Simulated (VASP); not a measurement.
# PbSe (F-43m) in VASP: dielectric tensor with PBE

Aim: the dielectric tensor of PbSe with PBE.

Everything below comes from runs of VASP 6.6.1. Logs are shortened: lines on timing, memory, paths and dates and some standing lists are left out, and cuts for length are marked.

### Step 1. The cell of the first run

Symmetry: F-43m, No. 216, cubic system. Conventional cell: a = 6.846 Å, b = 6.846 Å, c = 6.846 Å, α = 90.00°, β = 90.00°, γ = 90.00°. Within 3.9 Å of Pb (site symmetry -43m) lie 4 Se at 2.96 Å. Within 3.9 Å of Se (site symmetry -43m) lie 4 Pb at 2.96 Å.

### Step 2. Dielectric tensor, PBE

INCAR reads:

```
  ALGO = Normal
  EDIFF = 1E-8
  ENCUT = 520
  GGA = PE
  ISIF = 2
  ISMEAR = 0
  LASPH = True
  LCHARG = False
  LEPSILON = True
  LREAL = False
  LWAVE = False
  NELM = 100
  PREC = Accurate
  SIGMA = 0.01
```

KPOINTS reads:

```
k-points
0
Gamma
  6 6 6
```

POSCAR reads:

```
PbSe
1.0
    0.0000000000      3.4232041378      3.4232041378
    3.4232041378      0.0000000000      3.4232041378
    3.4232041378      3.4232041378      0.0000000000
Pb Se
1 1
Direct
    0.0000000000      0.0000000000      0.0000000000
    0.2500000000      0.2500000000      0.2500000000
```

Potentials or basis: VASP PAW PBE potentials, release 64 (Pb_d, Se).

Command:

```
$ cat potpaw_PBE.64/Pb_d/POTCAR potpaw_PBE.64/Se/POTCAR > POTCAR
$ mpirun -np 1 vasp_std > vasp.out
```

OUTCAR:

```text
EDIFF = 1E-8
   ENCUT = 520
   GGA = PE
   ISIF = 2
   ISMEAR = 0
   LASPH = True
   LEPSILON = True
   LREAL = False
   NELM = 100
   PREC = Accurate

 ion  position               nearest neighbor table
   1  0.000  0.000  0.000-   2 2.96   2 2.96   2 2.96   2 2.96
   2  0.250  0.250  0.250-   1 2.96   1 2.96   1 2.96   1 2.96

  LATTYP: Found a face centered cubic cell.
 ALAT       =     6.8464082756

  Lattice vectors:

 A1 = (   0.0000000000,   3.4232041378,   3.4232041378)
 A2 = (   3.4232041378,   0.0000000000,   3.4232041378)
 A3 = (   3.4232041378,   3.4232041378,   0.0000000000)

Analysis of symmetry for initial positions (statically):
=====================================================================
 Subroutine PRICEL returns:
 Original cell was already a primitive cell.

 Routine SETGRP: Setting up the symmetry group for a
 face centered cubic supercell.

 Subroutine GETGRP returns: Found 24 space group operations
 (whereof 24 operations were pure point group operations)
 out of a pool of 48 trial point group operations.

The static configuration has the point symmetry T_d .

Analysis of symmetry for dynamics (positions and initial velocities):
=====================================================================
 Subroutine PRICEL returns:
 Original cell was already a primitive cell.

 Routine SETGRP: Setting up the symmetry group for a
 face centered cubic supercell.

 Subroutine GETGRP returns: Found 24 space group operations
 (whereof 24 operations were pure point group operations)
 out of a pool of 48 trial point group operations.

The dynamic configuration has the point symmetry T_d .

 Subroutine INISYM returns: Found 24 space group operations
 (whereof 24 operations are pure point group operations),
 and found     1 'primitive' translations

----------------------------------------------------------------------------------------

                                     Primitive cell

  volume of cell :      80.2284

  direct lattice vectors                    reciprocal lattice vectors
     0.000000000  3.423204138  3.423204138    -0.146061988  0.146061988  0.146061988
     3.423204138  0.000000000  3.423204138     0.146061988 -0.146061988  0.146061988
     3.423204138  3.423204138  0.000000000     0.146061988  0.146061988 -0.146061988

  length of vectors
     4.841141718  4.841141718  4.841141718     0.252986783  0.252986783  0.252986783

  position of ions in fractional coordinates (direct lattice)
     0.000000000  0.000000000  0.000000000
     0.250000000  0.250000000  0.250000000

  ion indices of the primitive-cell ions
   primitive index   ion index
                 1           1
                 2           2

----------------------------------------------------------------------------------------

 KPOINTS: k-points

Automatic generation of k-mesh.
 Grid dimensions read from file:
 generate k-points for:    6    6    6

 Generating k-lattice:

  Cartesian coordinates                     Fractional coordinates (reciprocal lattice)
    -0.024343665  0.024343665  0.024343665     0.166666667  0.000000000  0.000000000
     0.024343665 -0.024343665  0.024343665     0.000000000  0.166666667  0.000000000
     0.024343665  0.024343665 -0.024343665     0.000000000  0.000000000  0.166666667

  Length of vectors
     0.042164464  0.042164464  0.042164464

  Shift w.r.t. Gamma in fractional coordinates (k-lattice)
     0.000000000  0.000000000  0.000000000

 Subroutine IBZKPT returns following result:
 ===========================================

 Found     16 irreducible k-points:

 Following reciprocal coordinates:
            Coordinates               Weight
  0.000000  0.000000  0.000000      1.000000
  0.166667  0.000000  0.000000      8.000000
[... 66 lines left out ...]
  volume of cell :       80.23
 maximum number of plane-waves:      2200
   NGX = 17   NGY = 17   NGZ = 17

--------------------------------------- Ionic step        1  -------------------------------------------

 number of electron      20.0000005 magnetization

 E-fermi :   2.2791     XC(G=0):  -7.7336

 val. band max:        2.2275420289   @ k =  -0.3333   0.5000   0.1667
 cond. band min:       2.9772084813   @ k =   0.5000   0.5000   0.0000
 fundamental gap:      0.7496664524
 Fermi energy:         2.2790525982

 k-point     1 :       0.0000    0.0000    0.0000
  band No.  band energies     occupation
      1     -14.4568      2.00000
      2     -14.4568      2.00000
      3     -14.4568      2.00000
      4     -14.4261      2.00000
      5     -14.4261      2.00000
      6     -10.4429      2.00000
      7      -4.0446      2.00000
      8       0.7194      2.00000
      9       0.7194      2.00000
     10       0.7194      2.00000
     11       4.4564      0.00000
     12       4.4564      0.00000
     13       4.4564      0.00000
     14       7.0569      0.00000
[... 241 lines left out ...]
      1     -14.4955      2.00000
      2     -14.4437      2.00000
      3     -14.4384      2.00000
      4     -14.4298      2.00000
      5     -14.4221      2.00000
      6      -9.6127      2.00000
      7      -5.8853      2.00000
      8      -0.7039      2.00000
      9      -0.6622      2.00000
     10       2.2275      2.00000
     11       3.8481      0.00000
     12       5.8776      0.00000
     13       6.9692      0.00000
     14       8.2291      0.00000

  FORCE on cell =-STRESS in cart. coord.  units (eV):
  Direction    XX          YY          ZZ          XY          YZ          ZX
  --------------------------------------------------------------------------------------
  -------------------------------------------------------------------------------------
  Total        0.3706068      0.3706068      0.3706068      0.0000000      0.0000000      0.0000000
  in kB        7.4010885      7.4010885      7.4010885      0.0000000      0.0000000      0.0000000
  external PRESSURE =       7.4010885 kB  Pullay stress =       0.0000000 kB

 VOLUME and BASIS-vectors are now :
 -----------------------------------------------------------------------------
  energy-cutoff  :      520.00
  volume of cell :       80.23
      direct lattice vectors                 reciprocal lattice vectors
     0.000000000  3.423204138  3.423204138    -0.146061988  0.146061988  0.146061988
     3.423204138  0.000000000  3.423204138     0.146061988 -0.146061988  0.146061988
     3.423204138  3.423204138  0.000000000     0.146061988  0.146061988 -0.146061988

 POSITION                                       TOTAL-FORCE (eV/Angst)
 -----------------------------------------------------------------------------------
      0.00000      0.00000      0.00000        -0.000000     -0.000000     -0.000000
      1.71160      1.71160      1.71160         0.000000      0.000000      0.000000
 -----------------------------------------------------------------------------------
    total drift:                                0.000000      0.000000      0.000000

  FREE ENERGIE OF THE ION-ELECTRON SYSTEM (eV)
  ---------------------------------------------------
  free  energy   TOTEN  =        -7.8345122322 eV

  energy  without entropy=       -7.8345122322  energy(sigma->0) =       -7.83451223

 HEAD OF MICROSCOPIC STATIC DIELECTRIC TENSOR (INDEPENDENT PARTICLE, excluding Hartree and local field effects)
 ------------------------------------------------------
           8.921201     0.000000     0.000000
           0.000000     8.921201    -0.000000
           0.000000    -0.000000     8.921201
 ------------------------------------------------------

 Free energy of the ion-electron system (eV)
  ---------------------------------------------------
  ---------------------------------------------------
  free energy    TOTEN  =        -1.67447955 eV

  energy without entropy =       -1.67447955

------------------------ aborting loop because EDIFF is reached ----------------------------------------

--------------------------------------- Ionic step        2  -------------------------------------------

------------------------ aborting loop because EDIFF is reached ----------------------------------------

--------------------------------------- Ionic step        3  -------------------------------------------

 Free energy of the ion-electron system (eV)
  ---------------------------------------------------
  ---------------------------------------------------
  free energy    TOTEN  =        -1.67450810 eV

  energy without entropy =       -1.67450810

------------------------ aborting loop because EDIFF is reached ----------------------------------------

 PIEZOELECTRIC TENSOR FIELD DIRECTION 3  (e Angst)
 -----------------------------------------------------------------------------
     0.00249 -4.63183  0.00000           ( -0.00000 -0.04121  0.00000)
    -4.63183  0.00249  0.00000           ( -0.04121 -0.00000  0.00000)
     0.00000  0.00000 -0.00646           (  0.00000  0.00000  0.00000)

 PIEZOELECTRIC TENSOR FIELD DIRECTION 3  (C/m^2)
 -----------------------------------------------------------------------------
     0.00050 -0.92499  0.00000
    -0.92499  0.00050  0.00000
     0.00000  0.00000 -0.00129

 MACROSCOPIC STATIC DIELECTRIC TENSOR (including local field effects in DFT)
 ------------------------------------------------------
           7.921392    -0.000000    -0.000000
           0.000000     7.921392     0.000000
           0.000000     0.000000     7.921392
 ------------------------------------------------------

 PIEZOELECTRIC TENSOR (including local field effects)  for field in x, y, z        (e  Angst)
          XX          YY          ZZ          XY          YZ          ZX
  --------------------------------------------------------------------------------
  x     0.00000     0.00000     0.00000     0.00000    -4.62022     0.00000
  y    -0.00000     0.00000    -0.00000     0.00000    -0.00000    -4.62022
  z    -0.00000    -0.00000    -0.00000    -4.62022    -0.00000     0.00000

 PIEZOELECTRIC TENSOR (including local field effects)  for field in x, y, z        (C/m^2)
          XX          YY          ZZ          XY          YZ          ZX
  --------------------------------------------------------------------------------
  x     0.00000     0.00000     0.00000     0.00000    -0.92267     0.00000
  y    -0.00000     0.00000    -0.00000     0.00000    -0.00000    -0.92267
  z    -0.00000    -0.00000    -0.00000    -0.92267    -0.00000     0.00000

 BORN EFFECTIVE CHARGES (including local field effects) (in |e|, cummulative output)
 ---------------------------------------------------------------------------------
 ion    1
    1     2.21832     0.00000     0.00000
    2    -0.00000     2.21832    -0.00000
    3    -0.00000    -0.00000     2.21832
 ion    2
    1    -2.21832    -0.00000    -0.00000
    2     0.00000    -2.21832     0.00000
    3     0.00000     0.00000    -2.21832
```

It took 3.1 min on 1 thread of AMD EPYC 9R45 (Zen 5), shared host; peak memory 0.29 GiB.

Results:

```yaml
Band_gap_on_the_k_mesh: 0.75 eV (least direct gap 1.15 eV)
Electronic_dielectric_tensor_diagonal: 7.92
Born_charges_mean_of_the_diagonal: Pb +2.22; Se -2.22 e
```

Electronic dielectric tensor:
```
7.92 0.00 0.00
0.00 7.92 0.00
0.00 0.00 7.92
```

Born effective charge tensors (e):
atom 1, Pb
```
2.22 0.00 0.00
0.00 2.22 0.00
0.00 0.00 2.22
```
atom 2, Se
```
-2.22  0.00  0.00
 0.00 -2.22  0.00
 0.00  0.00 -2.22
```

Caveat: the structure was generated, so it needn't be the stable form of PbSe; spin-orbit coupling is left out, which moves the levels of the heavy elements. A k mesh can miss the band edges.
